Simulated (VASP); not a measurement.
# Ti in VASP: further runs

The runs below take Ti through single point, with PBE.

All numbers are computed with VASP 6.6.1; they aren't measurements. Logs are shortened: lines on timing, memory, paths and dates and some standing lists are left out, and cuts for length are marked.

### Step 1. The cell of the first run

The cell holds a slab with vacuum, 8 atoms: a = 2.871 Å, b = 4.060 Å, c = 25.048 Å, α = 90.00°, β = 90.00°, γ = 90.00°.

### Step 2. Single point, PBE

Input file INCAR:

```
SYSTEM = Ti
ALGO = Normal ; DIPOL = 0.5 0.5 0.500
EDIFF = 1E-6 ; ENCUT = 520
GGA = PE ; IDIPOL = 3
ISIF = 2 ; ISMEAR = -1
LASPH = .True. ; LCHARG = .False.
LDIPOL = .True. ; LREAL = .False.
LWAVE = .False. ; NBANDS = 58
NELM = 100 ; PREC = Accurate
SIGMA = 0.05
```

Input file KPOINTS:

```
k-points
0
Gamma
  9 7 1
  0 0 0
```

Input file POSCAR:

```
Ti
1.0
    2.8708535316      0.0000000000      0.0000000000
    0.0000000000      4.0600000000      0.0000000000
    0.0000000000      0.0000000000     25.0479873607
Ti
8
Direct
    0.5000000000      0.5000000000      0.2994252549
    0.0000000000      0.0000000000      0.3567323249
    0.5000000000      0.5000000000      0.4140393950
    0.0000000000      0.0000000000      0.4713464650
    0.5000000000      0.5000000000      0.5286535350
    0.0000000000      0.0000000000      0.5859606050
    0.5000000000      0.5000000000      0.6432676751
    0.0000000000      0.0000000000      0.7005747451
```

Potentials or basis: VASP PAW PBE potentials, release 64 (Ti_sv).

The run is started by

```sh
$ cat potpaw_PBE.64/Ti_sv/POTCAR > POTCAR
$ mpirun -np 1 vasp_std > vasp.out
```

OUTCAR:

```text
SYSTEM = Ti
   EDIFF = 1E-6
   ENCUT = 520
   GGA = PE
   ISIF = 2
   ISMEAR = -1
   LASPH = .True.
   LREAL = .False.
   NELM = 100
   PREC = Accurate

 ion  position               nearest neighbor table
   1  0.500  0.500  0.299-   2 2.87   2 2.87   2 2.87   2 2.87   3 2.87
   2  0.000  0.000  0.357-   1 2.87   1 2.87   1 2.87   1 2.87   3 2.87   3 2.87   3 2.87   3 2.87
                             4 2.87
   3  0.500  0.500  0.414-   5 2.87   4 2.87   4 2.87   4 2.87   4 2.87   2 2.87   2 2.87   2 2.87
                             2 2.87   1 2.87
   4  0.000  0.000  0.471-   6 2.87   5 2.87   5 2.87   5 2.87   5 2.87   3 2.87   3 2.87   3 2.87
                             3 2.87   2 2.87
   5  0.500  0.500  0.529-   3 2.87   4 2.87   4 2.87   4 2.87   4 2.87   6 2.87   6 2.87   6 2.87
                             6 2.87   7 2.87
   6  0.000  0.000  0.586-   4 2.87   5 2.87   5 2.87   5 2.87   5 2.87   7 2.87   7 2.87   7 2.87
                             7 2.87   8 2.87
   7  0.500  0.500  0.643-   8 2.87   8 2.87   8 2.87   8 2.87   6 2.87   6 2.87   6 2.87   6 2.87
                             5 2.87
   8  0.000  0.000  0.701-   7 2.87   7 2.87   7 2.87   7 2.87   6 2.87

  LATTYP: Found a simple orthorhombic cell.
 ALAT       =     2.8708535316
 B/A-ratio  =     1.4142135624
 C/A-ratio  =     8.7249269546

  Lattice vectors:

 A1 = (   2.8708535316,   0.0000000000,   0.0000000000)
 A2 = (   0.0000000000,   4.0600000000,   0.0000000000)
 A3 = (   0.0000000000,   0.0000000000,  25.0479873607)

Analysis of symmetry for initial positions (statically):
=====================================================================
 Subroutine PRICEL returns:
 Original cell was already a primitive cell.

 Routine SETGRP: Setting up the symmetry group for a
 simple orthorhombic supercell.

 Subroutine GETGRP returns: Found  8 space group operations
 (whereof  4 operations were pure point group operations)
 out of a pool of  8 trial point group operations.

The static configuration has the point symmetry C_2v.
 The point group associated with its full space group is D_2h.

Analysis of symmetry for dynamics (positions and initial velocities):
=====================================================================
 Subroutine PRICEL returns:
 Original cell was already a primitive cell.

 Routine SETGRP: Setting up the symmetry group for a
 simple orthorhombic supercell.

 Subroutine GETGRP returns: Found  8 space group operations
 (whereof  4 operations were pure point group operations)
 out of a pool of  8 trial point group operations.

The dynamic configuration has the point symmetry C_2v.
 The point group associated with its full space group is D_2h.

 Subroutine INISYM returns: Found  8 space group operations
 (whereof  4 operations are pure point group operations),
 and found     1 'primitive' translations

[... 119 lines left out ...]
   IMIX   =      4    mixing-type and parameters
     AMIX     =   0.40;   BMIX     =  1.00
     AMIX_MAG =   1.60;   BMIX_MAG =  1.00
  volume/ion in A,a.u.               =      36.49       246.27
  Fermi-wavevector in a.u.,A,eV,Ry     =   1.129957  2.135309 17.371959  1.276803
  Thomas-Fermi vector in A             =   2.266652
   LORBIT       =      0    0 simple, 1 ext, 2 COOP (PROOUT), +10 PAW based schemes
   GGA     = PE    functional components
   LHFCALC =     F    Hartree Fock is set to
   AEXX    =    0.0000 exact exchange contribution
   IVDW    =     0    specifies the selected vdW correction
   LEPSILON=     F    determine dielectric tensor
   LRPA    =     F    only Hartree local field effects (RPA)
 non-spin polarized calculation
  energy-cutoff  :      520.00
  volume of cell :      291.95
 maximum number of plane-waves:      7911
 NGX is ok and might be reduce to    24
   NGX = 11   NGY = 15   NGZ = 93

 dipolmoment           0.000000      0.000000      0.000000 electrons x Angstroem

 number of electron      96.0000037 magnetization

 dipolmoment           0.000000      0.000000     -0.000000 electrons x Angstroem

 Free energy of the ion-electron system (eV)
  ---------------------------------------------------
  ext. energy  EPLUGINS =         0.00000000
  ---------------------------------------------------
  free energy    TOTEN  =       -59.48913497 eV

  energy without entropy =      -59.38666028  energy(sigma->0) =      -59.43789762

 E-fermi :   2.2706     XC(G=0):  -6.2758

 val. band max:        2.2545787669   @ k =   0.2222   0.4286   0.0000
 cond. band min:       2.2746171517   @ k =   0.1111   0.1429   0.0000
 fundamental gap:      0.0200383848
 Fermi energy:         2.2706321557

 k-point     1 :       0.0000    0.0000    0.0000
  band No.  band energies     occupation
      1     -54.6911      2.00000
      2     -54.6911      2.00000
      3     -54.3826      2.00000
      4     -54.3573      2.00000
      5     -54.2854      2.00000
      6     -54.2614      2.00000
[... 1209 lines left out ...]
     57       3.5528      0.00000
     58       3.5998      0.00000

------------------------ aborting loop because EDIFF is reached ----------------------------------------

 vacuum level on the upper side and lower side of the slab       (xc-potential included)        -0.173        -0.173

  FORCE on cell =-STRESS in cart. coord.  units (eV):
  Direction    XX          YY          ZZ          XY          YZ          ZX
  --------------------------------------------------------------------------------------
  -------------------------------------------------------------------------------------
  Total        1.5394733     -3.1854196     -0.3005992      0.0000000      0.0000000      0.0000000
  in kB        8.4483685    -17.4810424     -1.6496374      0.0000000      0.0000000      0.0000000
  external PRESSURE =      -3.5607704 kB  Pullay stress =       0.0000000 kB

 VOLUME and BASIS-vectors are now :
 -----------------------------------------------------------------------------
  energy-cutoff  :      520.00
  volume of cell :      291.95
      direct lattice vectors                 reciprocal lattice vectors
     2.870853532  0.000000000  0.000000000     0.348328464  0.000000000  0.000000000
     0.000000000  4.060000000  0.000000000     0.000000000  0.246305419  0.000000000
     0.000000000  0.000000000 25.047987361     0.000000000  0.000000000  0.039923367

 POSITION                                       TOTAL-FORCE (eV/Angst)
 -----------------------------------------------------------------------------------
      1.43543      2.03000      7.50000         0.000000      0.000000      0.408632
      0.00000      0.00000      8.93543         0.000000      0.000000     -0.336389
      1.43543      2.03000     10.37085         0.000000      0.000000     -0.336680
      0.00000      0.00000     11.80628         0.000000      0.000000      0.005673
      1.43543      2.03000     13.24171         0.000000      0.000000     -0.005673
      0.00000      0.00000     14.67713         0.000000      0.000000      0.336680
      1.43543      2.03000     16.11256         0.000000      0.000000      0.336389
      0.00000      0.00000     17.54799         0.000000      0.000000     -0.408632
 -----------------------------------------------------------------------------------
    total drift:                                0.000000     -0.000000      0.000000

  FREE ENERGIE OF THE ION-ELECTRON SYSTEM (eV)
  ---------------------------------------------------
  free  energy   TOTEN  =       -59.4891349671 eV

  energy  without entropy=      -59.3866602762  energy(sigma->0) =      -59.43789762

 vacuum level on the upper side and lower side of the slab         5.407         5.407
```

OSZICAR:

```text
N       E                     dE             d eps       ncg     rms          rms(c)
DAV:   1     0.129645219371E+04    0.12965E+04   -0.52250E+04  2496   0.178E+03
DAV:   2     0.114724070599E+03   -0.11817E+04   -0.11608E+04  2350   0.573E+02
DAV:   3    -0.360469211472E+02   -0.15077E+03   -0.14539E+03  3638   0.180E+02
[... 25 lines left out ...]
DAV:  29    -0.594891262867E+02   -0.23516E-04   -0.19802E-06  1960   0.793E-03    0.236E-03
DAV:  30    -0.594891305909E+02   -0.43042E-05   -0.51753E-07  1514   0.614E-03    0.104E-03
DAV:  31    -0.594891329753E+02   -0.23844E-05   -0.27076E-07  1430   0.251E-03    0.747E-04
DAV:  32    -0.594891346310E+02   -0.16557E-05   -0.16815E-07  1458   0.279E-03    0.516E-04
DAV:  33    -0.594891349671E+02   -0.33613E-06   -0.66196E-08  1374   0.112E-03
   1 F= -.59489135E+02 E0= -.59437898E+02  d E =-.102475E+00
```

stdout:

```text
POSCAR found type information on POSCAR Ti
 POSCAR found :  1 types and       8 ions
 scaLAPACK will be used
 LDA part: xc-table for (Slater+PW92), standard interpolation
 POSCAR, INCAR and KPOINTS ok, starting setup
 FFT: planning ... GRIDC
 FFT: planning ... GRID_SOFT
 FFT: planning ... GRID
 WAVECAR not read
 entering main loop
```

Run time: 23 min. Hardware: 1 thread of Intel Xeon 8259CL, shared host; peak memory 0.48 GiB.

Results:

* Free energy: -59.4891 eV
* Largest force: 0.409 eV/Å
* Band gap on the k mesh: zero (bands 48 and 49 overlap by 0.48 eV)

Forces in eV/Å, atoms in the order of the input:
```
Ti   0.000  0.000  0.409
Ti   0.000  0.000 -0.336
Ti   0.000  0.000 -0.337
Ti   0.000  0.000  0.006
Ti   0.000  0.000 -0.006
Ti   0.000  0.000  0.337
Ti   0.000  0.000  0.336
Ti   0.000  0.000 -0.409
```

Levels at points of the mesh, in eV from the Fermi level:
```tsv
k point	band 45	band 46	band 47	band 48	band 49	band 50	band 51	band 52
(0.00, 0.00, 0.00)	-0.26	-0.17	0.04	0.12	0.26	0.30	0.39	0.54
```

### Step 3. Single point, PBE

Input file INCAR:

```
PREC = Accurate
ENCUT = 520
EDIFF = 1E-6
ISMEAR = -1
SIGMA = 0.05
LREAL = F
LASPH = T
NELM = 60
ALGO = Normal
ISIF = 2
LWAVE = F
LCHARG = F
GGA = PE
NBANDS = 58
```

Input file KPOINTS:

```
Automatic mesh
0
Gamma
  9 7 1
```

POSCAR is that of step 2.

Potentials or basis: VASP PAW PBE potentials, release 64 (Ti_sv).

The run is started by

```sh
$ cat potpaw_PBE.64/Ti_sv/POTCAR > POTCAR
$ mpirun -np 1 vasp_std > vasp.out
```

OUTCAR:

```text
PREC = Accurate
   ENCUT = 520
   EDIFF = 1E-6
   ISMEAR = -1
   LREAL = F
   LASPH = T
   NELM = 60
   ISIF = 2
   GGA = PE

 ion  position               nearest neighbor table
   1  0.500  0.500  0.299-   2 2.87   2 2.87   2 2.87   2 2.87   3 2.87
   2  0.000  0.000  0.357-   1 2.87   1 2.87   1 2.87   1 2.87   3 2.87   3 2.87   3 2.87   3 2.87
                             4 2.87
   3  0.500  0.500  0.414-   5 2.87   4 2.87   4 2.87   4 2.87   4 2.87   2 2.87   2 2.87   2 2.87
                             2 2.87   1 2.87
[... 1437 lines left out ...]
  Total        1.5394732     -3.1854195     -0.3005992      0.0000000      0.0000000      0.0000000
  in kB        8.4483678    -17.4810417     -1.6496376      0.0000000      0.0000000      0.0000000
  external PRESSURE =      -3.5607705 kB  Pullay stress =       0.0000000 kB

 VOLUME and BASIS-vectors are now :
 -----------------------------------------------------------------------------
  energy-cutoff  :      520.00
  volume of cell :      291.95
      direct lattice vectors                 reciprocal lattice vectors
     2.870853532  0.000000000  0.000000000     0.348328464  0.000000000  0.000000000
     0.000000000  4.060000000  0.000000000     0.000000000  0.246305419  0.000000000
     0.000000000  0.000000000 25.047987361     0.000000000  0.000000000  0.039923367

 POSITION                                       TOTAL-FORCE (eV/Angst)
 -----------------------------------------------------------------------------------
      1.43543      2.03000      7.50000         0.000000      0.000000      0.408632
      0.00000      0.00000      8.93543         0.000000      0.000000     -0.336389
      1.43543      2.03000     10.37085         0.000000      0.000000     -0.336680
      0.00000      0.00000     11.80628         0.000000      0.000000      0.005673
      1.43543      2.03000     13.24171         0.000000      0.000000     -0.005673
      0.00000      0.00000     14.67713         0.000000      0.000000      0.336680
      1.43543      2.03000     16.11256         0.000000      0.000000      0.336389
      0.00000      0.00000     17.54799         0.000000      0.000000     -0.408632
 -----------------------------------------------------------------------------------
    total drift:                                0.000000     -0.000000      0.000000

  FREE ENERGIE OF THE ION-ELECTRON SYSTEM (eV)
  ---------------------------------------------------
  free  energy   TOTEN  =       -59.4891349672 eV

  energy  without entropy=      -59.3866602762  energy(sigma->0) =      -59.43789762
```

Wall time 24 min (1 thread of Intel Xeon 8259CL, shared host); peak memory 0.48 GiB.

Results:

```
Free energy            : -59.4891 eV
Largest force          : 0.409 eV/Å
Band gap on the k mesh : zero (bands 48 and 49 overlap by 0.48 eV)
```

Forces on the atoms (eV/Å):
```
Ti   0.000  0.000  0.409
Ti   0.000  0.000 -0.336
Ti   0.000  0.000 -0.337
Ti   0.000  0.000  0.006
Ti   0.000  0.000 -0.006
Ti   0.000  0.000  0.337
Ti   0.000  0.000  0.336
Ti   0.000  0.000 -0.409
```

Caveat: there is no dipole correction, which matters where the two faces differ.

### Step 4. Single point, PBE

Input file INCAR:

```
PREC = Accurate ; ENCUT = 520
EDIFF = 1E-6 ; ISMEAR = -1
SIGMA = 0.05 ; LREAL = F
LASPH = T ; NELM = 60
ALGO = Normal ; ISIF = 2
LWAVE = F ; LCHARG = F
LDIPOL = T ; IDIPOL = 3
DIPOL = 0.5 0.5 0.500 ; GGA = PE
NBANDS = 58
```

Input file KPOINTS:

```
regular mesh
0
Gamma
  9 7 1
```

POSCAR is that of step 3.

Potentials or basis: VASP PAW PBE potentials, release 64 (Ti_sv).

The run is started by

```sh
$ cat potpaw_PBE.64/Ti_sv/POTCAR > POTCAR
$ mpirun -np 1 vasp_std > vasp.out
```

OUTCAR:

```text
PREC = Accurate
   ENCUT = 520
   EDIFF = 1E-6
   ISMEAR = -1
   LREAL = F
   LASPH = T
   NELM = 60
   ISIF = 2
   GGA = PE

 ion  position               nearest neighbor table
   1  0.500  0.500  0.299-   2 2.87   2 2.87   2 2.87   2 2.87   3 2.87
   2  0.000  0.000  0.357-   1 2.87   1 2.87   1 2.87   1 2.87   3 2.87   3 2.87   3 2.87   3 2.87
                             4 2.87
   3  0.500  0.500  0.414-   5 2.87   4 2.87   4 2.87   4 2.87   4 2.87   2 2.87   2 2.87   2 2.87
                             2 2.87   1 2.87
   4  0.000  0.000  0.471-   6 2.87   5 2.87   5 2.87   5 2.87   5 2.87   3 2.87   3 2.87   3 2.87
                             3 2.87   2 2.87
   5  0.500  0.500  0.529-   3 2.87   4 2.87   4 2.87   4 2.87   4 2.87   6 2.87   6 2.87   6 2.87
                             6 2.87   7 2.87
   6  0.000  0.000  0.586-   4 2.87   5 2.87   5 2.87   5 2.87   5 2.87   7 2.87   7 2.87   7 2.87
                             7 2.87   8 2.87
   7  0.500  0.500  0.643-   8 2.87   8 2.87   8 2.87   8 2.87   6 2.87   6 2.87   6 2.87   6 2.87
                             5 2.87
   8  0.000  0.000  0.701-   7 2.87   7 2.87   7 2.87   7 2.87   6 2.87

[... 212 lines left out ...]
      6     -54.2614      2.00000
[... 1209 lines left out ...]
     57       3.5528      0.00000
     58       3.5998      0.00000

------------------------ aborting loop because EDIFF is reached ----------------------------------------

 vacuum level on the upper side and lower side of the slab       (xc-potential included)        -0.173        -0.173

  FORCE on cell =-STRESS in cart. coord.  units (eV):
  Direction    XX          YY          ZZ          XY          YZ          ZX
  --------------------------------------------------------------------------------------
  -------------------------------------------------------------------------------------
  Total        1.5394733     -3.1854196     -0.3005992      0.0000000      0.0000000      0.0000000
  in kB        8.4483685    -17.4810424     -1.6496374      0.0000000      0.0000000      0.0000000
  external PRESSURE =      -3.5607704 kB  Pullay stress =       0.0000000 kB

 VOLUME and BASIS-vectors are now :
 -----------------------------------------------------------------------------
  energy-cutoff  :      520.00
  volume of cell :      291.95
      direct lattice vectors                 reciprocal lattice vectors
     2.870853532  0.000000000  0.000000000     0.348328464  0.000000000  0.000000000
     0.000000000  4.060000000  0.000000000     0.000000000  0.246305419  0.000000000
     0.000000000  0.000000000 25.047987361     0.000000000  0.000000000  0.039923367

 POSITION                                       TOTAL-FORCE (eV/Angst)
 -----------------------------------------------------------------------------------
      1.43543      2.03000      7.50000         0.000000      0.000000      0.408632
      0.00000      0.00000      8.93543         0.000000      0.000000     -0.336389
      1.43543      2.03000     10.37085         0.000000      0.000000     -0.336680
      0.00000      0.00000     11.80628         0.000000      0.000000      0.005673
      1.43543      2.03000     13.24171         0.000000      0.000000     -0.005673
      0.00000      0.00000     14.67713         0.000000      0.000000      0.336680
      1.43543      2.03000     16.11256         0.000000      0.000000      0.336389
      0.00000      0.00000     17.54799         0.000000      0.000000     -0.408632
 -----------------------------------------------------------------------------------
    total drift:                                0.000000     -0.000000      0.000000

  FREE ENERGIE OF THE ION-ELECTRON SYSTEM (eV)
  ---------------------------------------------------
  free  energy   TOTEN  =       -59.4891349671 eV

  energy  without entropy=      -59.3866602762  energy(sigma->0) =      -59.43789762

 vacuum level on the upper side and lower side of the slab         5.407         5.407
```

OSZICAR:

```text
N       E                     dE             d eps       ncg     rms          rms(c)
DAV:   1     0.129645219371E+04    0.12965E+04   -0.52250E+04  2496   0.178E+03
DAV:   2     0.114724070599E+03   -0.11817E+04   -0.11608E+04  2350   0.573E+02
DAV:   3    -0.360469211472E+02   -0.15077E+03   -0.14539E+03  3638   0.180E+02
[... 25 lines left out ...]
DAV:  29    -0.594891262867E+02   -0.23516E-04   -0.19802E-06  1960   0.793E-03    0.236E-03
DAV:  30    -0.594891305909E+02   -0.43042E-05   -0.51753E-07  1514   0.614E-03    0.104E-03
DAV:  31    -0.594891329753E+02   -0.23844E-05   -0.27076E-07  1430   0.251E-03    0.747E-04
DAV:  32    -0.594891346310E+02   -0.16557E-05   -0.16815E-07  1458   0.279E-03    0.516E-04
DAV:  33    -0.594891349671E+02   -0.33613E-06   -0.66196E-08  1374   0.112E-03
   1 F= -.59489135E+02 E0= -.59437898E+02  d E =-.102475E+00
```

stdout:

```text
POSCAR found type information on POSCAR Ti
 POSCAR found :  1 types and       8 ions
 scaLAPACK will be used
 LDA part: xc-table for (Slater+PW92), standard interpolation
 POSCAR, INCAR and KPOINTS ok, starting setup
 FFT: planning ... GRIDC
 FFT: planning ... GRID_SOFT
 FFT: planning ... GRID
 WAVECAR not read
 entering main loop
```

Wall time 26 min (1 thread of Intel Xeon 8259CL, shared host); peak memory 0.48 GiB.

What came out:

```
Free energy            : -59.4891 eV
Largest force          : 0.409 eV/Å
Band gap on the k mesh : zero (bands 48 and 49 overlap by 0.48 eV)
```

Forces in eV/Å, atoms in the order of the input:
```
Ti   0.000  0.000  0.409
Ti   0.000  0.000 -0.336
Ti   0.000  0.000 -0.337
Ti   0.000  0.000  0.006
Ti   0.000  0.000 -0.006
Ti   0.000  0.000  0.337
Ti   0.000  0.000  0.336
Ti   0.000  0.000 -0.409
```

Levels at points of the mesh, in eV from the Fermi level:
| k point | band 45 | band 46 | band 47 | band 48 | band 49 | band 50 | band 51 | band 52 |
| --- | --- | --- | --- | --- | --- | --- | --- | --- |
| (0.00, 0.00, 0.00) | -0.26 | -0.17 | 0.04 | 0.12 | 0.26 | 0.30 | 0.39 | 0.54 |

The gap in the log of VASP goes by the Fermi energy; the results here count the filled bands.